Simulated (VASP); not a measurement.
# Si5Ge (P4/mmm) in VASP: a series of runs

The runs below take Si5Ge through relaxation of cell and atoms, single point, with PBE.

Everything below comes from runs of VASP 6.6.1. Logs are shortened: lines on timing, memory, paths and dates and some standing lists are left out, and cuts for length are marked.

## 1. The cell of the first run

Symmetry: P4/mmm, No. 123, tetragonal system. The conventional cell has a = 5.682 Å, b = 5.682 Å, c = 4.864 Å, α = 90.00°, β = 90.00°, γ = 90.00°. Within 3.0 Å of Si (site symmetry m2m) lie 3 Si at 2.31 to 2.39 Å. Si (site symmetry 4/mmm) has 4 Si at 2.39 Å and 2 Ge at 2.43 Å within 3.2 Å. Ge (site symmetry 4/mmm) has 2 Si at 2.43 Å within 3.2 Å.

The cell was generated, and may not be a known phase.

## 2. Relaxation of cell and atoms, PBE

Input file INCAR:

```
ALGO = Fast
EDIFF = 1E-6
EDIFFG = -0.01
ENCUT = 600
GGA = PE
IBRION = 2
ISIF = 3
ISMEAR = 0
LASPH = True
LCHARG = False
LREAL = False
LWAVE = False
NELM = 100
NSW = 100
PREC = Accurate
SIGMA = 0.1
```

Input file KPOINTS:

```
k-points
0
Gamma
  8 8 8
```

Input file POSCAR:

```
Si5Ge
1.0
    5.6821077815      0.0000000000      0.0000000000
    0.0000000000      5.6821077815      0.0000000000
    0.0000000000      0.0000000000      4.8640925444
Si Ge
5 1
Direct
    0.7029614120      0.2970385880      0.5000000000
    0.2970385880      0.7029614120      0.5000000000
    0.7029614120      0.7029614120      0.5000000000
    0.2970385880      0.2970385880      0.5000000000
    0.0000000000      0.0000000000      0.5000000000
    0.0000000000      0.0000000000      0.0000000000
```

Potentials or basis: VASP PAW PBE potentials, release 64 (Si, Ge_d).

Run with:

```bash
$ cat potpaw_PBE.64/Si/POTCAR potpaw_PBE.64/Ge_d/POTCAR > POTCAR
$ mpirun -np 1 vasp_std > vasp.out
```

OUTCAR:

```text
EDIFF = 1E-6
   EDIFFG = -0.01
   ENCUT = 600
   GGA = PE
   IBRION = 2
   ISIF = 3
   ISMEAR = 0
   LASPH = True
   LREAL = False
   NELM = 100
   NSW = 100
   PREC = Accurate

 ion  position               nearest neighbor table
   1  0.703  0.297  0.500-   3 2.31   4 2.31   5 2.39
   2  0.297  0.703  0.500-   3 2.31   4 2.31   5 2.39
   3  0.703  0.703  0.500-   1 2.31   2 2.31   5 2.39
   4  0.297  0.297  0.500-   1 2.31   2 2.31   5 2.39
   5  0.000  0.000  0.500-   1 2.39   2 2.39   3 2.39   4 2.39   6 2.43   6 2.43
   6  0.000  0.000  0.000-   5 2.43   5 2.43

  LATTYP: Found a simple tetragonal cell.
 ALAT       =     5.6821077815
 C/A-ratio  =     0.8560366560

  Lattice vectors:

 A1 = (   5.6821077815,   0.0000000000,   0.0000000000)
 A2 = (   0.0000000000,   5.6821077815,   0.0000000000)
 A3 = (   0.0000000000,   0.0000000000,   4.8640925444)

Analysis of symmetry for initial positions (statically):
=====================================================================
 Subroutine PRICEL returns:
 Original cell was already a primitive cell.

 Routine SETGRP: Setting up the symmetry group for a
 simple tetragonal supercell.

 Subroutine GETGRP returns: Found 16 space group operations
 (whereof 16 operations were pure point group operations)
 out of a pool of 16 trial point group operations.

The static configuration has the point symmetry D_4h.

Analysis of symmetry for dynamics (positions and initial velocities):
=====================================================================
 Subroutine PRICEL returns:
 Original cell was already a primitive cell.

 Routine SETGRP: Setting up the symmetry group for a
 simple tetragonal supercell.

 Subroutine GETGRP returns: Found 16 space group operations
 (whereof 16 operations were pure point group operations)
 out of a pool of 16 trial point group operations.

The dynamic configuration has the point symmetry D_4h.

 Subroutine INISYM returns: Found 16 space group operations
 (whereof 16 operations are pure point group operations),
 and found     1 'primitive' translations

----------------------------------------------------------------------------------------

                                     Primitive cell

  volume of cell :     157.0438

  direct lattice vectors                    reciprocal lattice vectors
     5.682107782  0.000000000  0.000000000     0.175991030  0.000000000  0.000000000
     0.000000000  5.682107782  0.000000000     0.000000000  0.175991030  0.000000000
[... 99 lines left out ...]
   ISIF   =      3    stress and relaxation
   ISYM   =      2    0-nonsym 1-usesym 2-fastsym
   POTIM  = 0.5000    time-step for ionic-motion
   TEBEG  =    0.0;   TEEND  =   0.0 temperature during run
   PSTRESS=    0.0 pullay stress
   NELECT =      34.0000    total number of electrons
   NUPDOWN=      -1.0000    fix difference up-down
   EMIN   =  10.00;   EMAX   =-10.00  energy-range for DOS
   EFERMI =   0.00;   METHOD = LEGACY
   ISMEAR =     0;   SIGMA  =   0.10  broadening in eV -4-tet -1-fermi 0-gaus
   EFERMI_NEDOS =   21; number of points for ismear=-14 and -15
   IALGO  =     68    algorithm
   IMIX   =      4    mixing-type and parameters
     AMIX     =   0.40;   BMIX     =  1.00
     AMIX_MAG =   1.60;   BMIX_MAG =  1.00
  volume/ion in A,a.u.               =      26.17       176.63
  Fermi-wavevector in a.u.,A,eV,Ry     =   0.983017  1.857632 13.147606  0.966322
  Thomas-Fermi vector in A             =   2.114143
   LORBIT       =      0    0 simple, 1 ext, 2 COOP (PROOUT), +10 PAW based schemes
   GGA     = PE    functional components
   LHFCALC =     F    Hartree Fock is set to
   AEXX    =    0.0000 exact exchange contribution
   IVDW    =     0    specifies the selected vdW correction
   LEPSILON=     F    determine dielectric tensor
   LRPA    =     F    only Hartree local field effects (RPA)
 conjugate gradient relaxation of ions
 non-spin polarized calculation
 RMM-DIIS sequential band-by-band and
 Gauss-broadening in eV      SIGMA  =   0.10
  energy-cutoff  :      600.00
  volume of cell :      157.04
 maximum number of plane-waves:      5294
 NGX is ok and might be reduce to    48
   NGX = 23   NGY = 23   NGZ = 19

--------------------------------------- Ionic step        1  -------------------------------------------

 number of electron      33.9999994 magnetization

 Free energy of the ion-electron system (eV)
  ---------------------------------------------------
  ext. energy  EPLUGINS =         0.00000000
  ---------------------------------------------------
  free energy    TOTEN  =       -26.67050530 eV

  energy without entropy =      -26.65629692  energy(sigma->0) =      -26.66340111

------------------------ aborting loop because EDIFF is reached ----------------------------------------

  FORCE on cell =-STRESS in cart. coord.  units (eV):
  Direction    XX          YY          ZZ          XY          YZ          ZX
  --------------------------------------------------------------------------------------
  -------------------------------------------------------------------------------------
  Total        0.1837151      0.1837151     -0.2998847      0.0000000      0.0000000      0.0000000
  in kB        1.8742811      1.8742811     -3.0594554      0.0000000      0.0000000      0.0000000
  external PRESSURE =       0.2297022 kB  Pullay stress =       0.0000000 kB
[... 147 lines left out ...]
--------------------------------------- Ionic step        5  -------------------------------------------

 number of electron      33.9999991 magnetization

 Free energy of the ion-electron system (eV)
  ---------------------------------------------------
  ext. energy  EPLUGINS =         0.00000000
  ---------------------------------------------------
  free energy    TOTEN  =       -26.67164526 eV

  energy without entropy =      -26.65793130  energy(sigma->0) =      -26.66478828

 E-fermi :   3.6136     XC(G=0):  -8.3990

 val. band max:        3.6070530644   @ k =   0.2500   0.2500   0.3750
 cond. band min:       3.6232868207   @ k =   0.1250   0.0000   0.0000
 fundamental gap:      0.0162337563
 Fermi energy:         3.6136258604

 k-point     1 :       0.0000    0.0000    0.0000
  band No.  band energies     occupation
      1     -21.2255      2.00000
      2     -21.2246      2.00000
      3     -21.1883      2.00000
      4     -21.1631      2.00000
      5     -21.1631      2.00000
      6      -8.3716      2.00000
[... 565 lines left out ...]
     20       4.9899      0.00000
     21       5.0804      0.00000

 [... further k-points ...]
[... 5 lines left out ...]
  --------------------------------------------------------------------------------------
  -------------------------------------------------------------------------------------
  Total       -0.0128513     -0.0128513      0.0079120      0.0000000     -0.0000000      0.0000000
  in kB       -0.1315039     -0.1315039      0.0809608      0.0000000     -0.0000000      0.0000000
  external PRESSURE =      -0.0606823 kB  Pullay stress =       0.0000000 kB
[... 21 lines left out ...]
  FREE ENERGIE OF THE ION-ELECTRON SYSTEM (eV)
  ---------------------------------------------------
  free  energy   TOTEN  =       -26.6716452557 eV

  energy  without entropy=      -26.6579313035  energy(sigma->0) =      -26.66478828

 reached required accuracy - stopping structural energy minimisation
```

CONTCAR:

```text
Si5Ge
   1.00000000000000
     5.6904282492763381    0.0000000000000000    0.0000000000000000
     0.0000000000000000    5.6904282492763381   -0.0000000000000000
     0.0000000000000000    0.0000000000000000    4.8353719267374027
  Si              Ge
     5     1
Direct
     0.7029140181878749    0.2970859818121251    0.5000000000000000
     0.2970859818121251    0.7029140181878749    0.5000000000000000
     0.7029140181878749    0.7029140181878749    0.5000000000000000
     0.2970859818121251    0.2970859818121251    0.5000000000000000
     0.0000000000000000    0.0000000000000000    0.5000000000000000
     0.0000000000000000    0.0000000000000000    0.0000000000000000

  0.00000000E+00  0.00000000E+00  0.00000000E+00
  0.00000000E+00  0.00000000E+00  0.00000000E+00
  0.00000000E+00  0.00000000E+00  0.00000000E+00
  0.00000000E+00  0.00000000E+00  0.00000000E+00
  0.00000000E+00  0.00000000E+00  0.00000000E+00
  0.00000000E+00  0.00000000E+00  0.00000000E+00
```

Run time: 18 min. Hardware: 1 thread of Oxide Virtual Turin-like, shared host; peak memory 0.46 GiB.

What came out:

* Free energy: -26.6716 eV
* Relaxed volume: 26.10 Å³/atom
* Relaxed cell: a = 5.690 Å, b = 5.690 Å, c = 4.835 Å, α = 90.00°, β = 90.00°, γ = 90.00°
* Space group after relaxing (to 0.1 Å): P4/mmm (No. 123)
* Energy gained by relaxing: 0.2 meV/atom
* Ionic steps: 5
* Pressure after relaxing: 0.0 GPa
* Largest force after relaxing: 0.007 eV/Å
* Band gap on the k mesh: zero (bands 17 and 18 overlap by 2.11 eV)

Forces in eV/Å, atoms in the order of the input:
```
Si  -0.005  0.005  0.000
Si   0.005 -0.005  0.000
Si  -0.005 -0.005  0.000
Si   0.005  0.005  0.000
Si   0.000  0.000  0.000
Ge   0.000  0.000  0.000
```

Step by step:
```
step  energy change (eV)  largest force (eV/Å)  pressure (GPa)  volume (Å³)
   1              0.0000                0.0179            0.02       157.04
   2             -0.0007                0.0269           -0.12       157.13
   3             -0.0007                0.0322           -0.14       157.14
   4             -0.0011                0.0105           -0.02       156.66
   5             -0.0011                0.0066           -0.01       156.57
```

Final structure:
```yaml
crystal:
  lattice:
    - [5.69043, 0.00000, 0.00000]
    - [0.00000, 5.69043, 0.00000]
    - [0.00000, 0.00000, 4.83537]
  atoms:
    - { symbol: Si, position: [0.70291, 0.29709, 0.50000] }
    - { symbol: Si, position: [0.29709, 0.70291, 0.50000] }
    - { symbol: Si, position: [0.70291, 0.70291, 0.50000] }
    - { symbol: Si, position: [0.29709, 0.29709, 0.50000] }
    - { symbol: Si, position: [0.00000, 0.00000, 0.50000] }
    - { symbol: Ge, position: [0.00000, 0.00000, 0.00000] }
```

## 3. Single point, PBE

This run uses another cell than the first one, of 18.97 Å³/atom.

Input file INCAR:

```
SYSTEM = Si5Ge
PREC = Accurate
ENCUT = 520
EDIFF = 1E-7
ISMEAR = 0
SIGMA = 0.1
LREAL = .False.
LASPH = .True.
NELM = 100
ALGO = Normal
ISIF = 2
LWAVE = .False.
LCHARG = .True.
GGA = PE
LELF = .True.
LVHAR = .True.
NBANDS = 26
```

Input file KPOINTS:

```
regular mesh
0
Gamma
  4 4 6
  0 0 0
```

Input file POSCAR:

```
Si5Ge
1.0
    5.5428971500      0.0000000000      0.0000000000
    0.0000000000      5.5428971500      0.0000000000
    0.0000000000      0.0000000000      3.7052552400
Si Ge
5 1
Direct
    0.7672436800      0.2327563200      0.5000000000
    0.2327563200      0.7672436800      0.5000000000
    0.7672436800      0.7672436800      0.5000000000
    0.2327563200      0.2327563200      0.5000000000
    0.0000000000      0.0000000000      0.5000000000
    0.0000000000      0.0000000000      0.0000000000
```

Potentials or basis: VASP PAW PBE potentials, release 64 (Si, Ge_d).

Run with:

```bash
$ cat potpaw_PBE.64/Si/POTCAR potpaw_PBE.64/Ge_d/POTCAR > POTCAR
$ mpirun -np 1 vasp_std > vasp.out
```

OUTCAR:

```text
SYSTEM = Si5Ge
   PREC = Accurate
   ENCUT = 520
   EDIFF = 1E-7
   ISMEAR = 0
   LREAL = .False.
   LASPH = .True.
   NELM = 100
   ISIF = 2
   GGA = PE

 ion  position               nearest neighbor table
   1  0.767  0.233  0.500-   5 1.82   4 2.58   3 2.58   6 2.60   6 2.60   3 2.96   4 2.96
   2  0.233  0.767  0.500-   5 1.82   4 2.58   3 2.58   6 2.60   6 2.60   3 2.96   4 2.96
   3  0.767  0.767  0.500-   5 1.82   2 2.58   1 2.58   6 2.60   6 2.60   1 2.96   2 2.96
   4  0.233  0.233  0.500-   5 1.82   2 2.58   1 2.58   6 2.60   6 2.60   2 2.96   1 2.96
[... 904 lines left out ...]
  -------------------------------------------------------------------------------------
  Total       43.5962784     43.5962784     54.4295312      0.0000000     -0.0000000      0.0000000
  in kB      613.5758094    613.5758094    766.0434536      0.0000000     -0.0000000      0.0000000
  external PRESSURE =     664.3983575 kB  Pullay stress =       0.0000000 kB

 VOLUME and BASIS-vectors are now :
 -----------------------------------------------------------------------------
  energy-cutoff  :      520.00
  volume of cell :      113.84
      direct lattice vectors                 reciprocal lattice vectors
     5.542897150  0.000000000  0.000000000     0.180411069  0.000000000  0.000000000
     0.000000000  5.542897150  0.000000000     0.000000000  0.180411069  0.000000000
     0.000000000  0.000000000  3.705255240     0.000000000  0.000000000  0.269886940

 POSITION                                       TOTAL-FORCE (eV/Angst)
 -----------------------------------------------------------------------------------
      4.25275      1.29014      1.85263        -9.501436      9.501436      0.000000
      1.29014      4.25275      1.85263         9.501436     -9.501436     -0.000000
      4.25275      4.25275      1.85263        -9.501436     -9.501436      0.000000
      1.29014      1.29014      1.85263         9.501436      9.501436      0.000000
      0.00000      0.00000      1.85263        -0.000000      0.000000      0.000000
      0.00000      0.00000      0.00000        -0.000000      0.000000      0.000000
 -----------------------------------------------------------------------------------
    total drift:                                0.000000      0.000000      0.000000

  FREE ENERGIE OF THE ION-ELECTRON SYSTEM (eV)
  ---------------------------------------------------
  free  energy   TOTEN  =        -9.7450325107 eV

  energy  without entropy=       -9.7308689233  energy(sigma->0) =       -9.73795072
```

stdout:

```text
POSCAR found type information on POSCAR SiGe
 POSCAR found :  2 types and       6 ions
 scaLAPACK will be used
 LDA part: xc-table for (Slater+PW92), standard interpolation
 POSCAR, INCAR and KPOINTS ok, starting setup
 FFT: planning ... GRIDC
 FFT: planning ... GRID_SOFT
 FFT: planning ... GRID
 WAVECAR not read
 entering main loop
```

Wall time 82 s (1 thread of Oxide Virtual Turin-like, shared host); peak memory 0.2 GiB.

What came out:

```
Free energy            : -9.7450 eV
Pressure               : 66.4 GPa
Largest force          : 13.437 eV/Å
Band gap on the k mesh : zero (bands 17 and 18 overlap by 0.70 eV)
```

Forces in eV/Å, atoms in the order of the input:
```
Si  -9.501  9.501  0.000
Si   9.501 -9.501  0.000
Si  -9.501 -9.501  0.000
Si   9.501  9.501  0.000
Si   0.000  0.000  0.000
Ge   0.000  0.000  0.000
```

Stress tensor (GPa, compression positive):
```
61.36  0.00  0.00
 0.00 61.36  0.00
 0.00  0.00 76.60
```

Levels at points of the mesh, in eV from the Fermi level:
```tsv
k point	band 13	band 14	band 15	band 16	band 17	band 18	band 19	band 20	band 21	band 22
(0.00, 0.00, 0.00)	-4.18	-3.09	-3.09	0.01	0.01	1.55	2.11	2.11	2.46	3.80
(0.50, 0.00, 0.00)	-4.24	-2.58	-1.18	-0.57	0.16	0.47	1.44	1.62	2.41	3.41
(0.50, 0.50, 0.00)	-3.13	-2.71	-1.72	-0.36	-0.36	0.18	0.98	0.98	1.68	2.38
(0.00, 0.00, 0.50)	-4.68	-3.25	-2.31	-2.31	-1.54	0.91	1.29	1.89	3.35	3.35
(0.50, 0.00, 0.50)	-4.80	-4.24	-2.26	-0.36	-0.19	-0.16	1.28	1.51	1.91	2.77
(0.50, 0.50, 0.50)	-2.28	-2.28	-2.25	-1.70	-1.55	0.81	2.13	2.27	2.33	2.33
```

Caveat: the stress differs along the axes, from 61 to 77 GPa; semilocal functionals underestimate gaps, and a narrow one can read as zero; forces of over 1 eV/Å act on the atoms, so gaps and moduli don't describe the material at rest.

## 4. Single point, PBE

Input file INCAR:

```
SYSTEM = Si5Ge
ALGO     = Fast           ! electronic algorithm
EDIFF    = 1E-7           ! SCF threshold, eV
ENCUT    = 520            ! plane-wave cutoff, eV
GGA      = PE             ! functional
ISIF     = 2              ! what is computed and relaxed
ISMEAR   = 0              ! smearing method
LASPH    = .True.         ! aspherical terms in the spheres
LCHARG   = .False.        ! write CHGCAR
LREAL    = .False.        ! projectors in reciprocal space
LWAVE    = .False.        ! write WAVECAR
NBANDS   = 26             ! bands
NELM     = 60             ! most SCF steps
PREC     = Accurate       ! precision mode
SIGMA    = 0.1            ! smearing width, eV
```

Input file KPOINTS:

```
k-points
0
Gamma
  4 4 6
  0 0 0
```

Input file POSCAR:

```
Si5Ge
1.0
    5.6821077815      0.0000000000      0.0000000000
    0.0000000000      5.6821077815      0.0000000000
    0.0000000000      0.0000000000      4.8640925444
Si Ge
5 1
Direct
    0.7029614120      0.2970385880      0.5000000000
    0.2970385880      0.7029614120      0.5000000000
    0.7029614120      0.7029614120      0.5000000000
    0.2970385880      0.2970385880      0.5000000000
    0.0000000000      0.0000000000      0.5000000000
    0.0000000000      0.0000000000      0.0000000000
```

Run with:

```bash
$ cat potpaw_PBE.64/Si/POTCAR potpaw_PBE.64/Ge_d/POTCAR > POTCAR
$ mpirun -np 1 vasp_std > vasp.out
```

Wall time 76 s (1 thread of Oxide Virtual Turin-like, shared host); peak memory 0.24 GiB.

Results (log left out):

```
Free energy            : -26.6787 eV
Pressure               : 0.1 GPa
Largest force          : 0.016 eV/Å
Band gap on the k mesh : zero (bands 17 and 18 overlap by 2.05 eV)
```

Forces on the atoms (eV/Å):
```
Si  -0.011  0.011  0.000
Si   0.011 -0.011  0.000
Si  -0.011 -0.011  0.000
Si   0.011  0.011  0.000
Si   0.000  0.000  0.000
Ge   0.000  0.000  0.000
```

Stress tensor (GPa, compression positive):
```
0.06 0.00 0.00
0.00 0.06 0.00
0.00 0.00 0.16
```

Levels at points of the mesh, in eV from the Fermi level:
| k point | band 15 | band 16 | band 17 | band 18 | band 19 | band 20 |
| --- | --- | --- | --- | --- | --- | --- |
| (0.00, 0.00, 0.00) | -3.15 | -0.92 | -0.24 | 0.65 | 0.65 | 1.48 |
| (0.50, 0.00, 0.00) | -1.75 | 0.66 | 0.71 | 0.82 | 1.41 | 1.45 |
| (0.50, 0.50, 0.00) | -1.26 | -1.24 | -0.13 | -0.02 | -0.02 | 1.09 |
| (0.00, 0.00, 0.50) | -2.32 | -1.56 | -1.56 | -0.73 | 2.57 | 2.57 |
| (0.50, 0.00, 0.50) | -1.12 | -0.02 | 0.51 | 0.57 | 0.71 | 0.74 |
| (0.50, 0.50, 0.50) | -2.17 | -1.22 | -1.15 | -0.99 | 2.22 | 2.29 |

(Part 1 of 2 ends here.)

The gap in the log of VASP goes by the Fermi energy; the results here count the filled bands.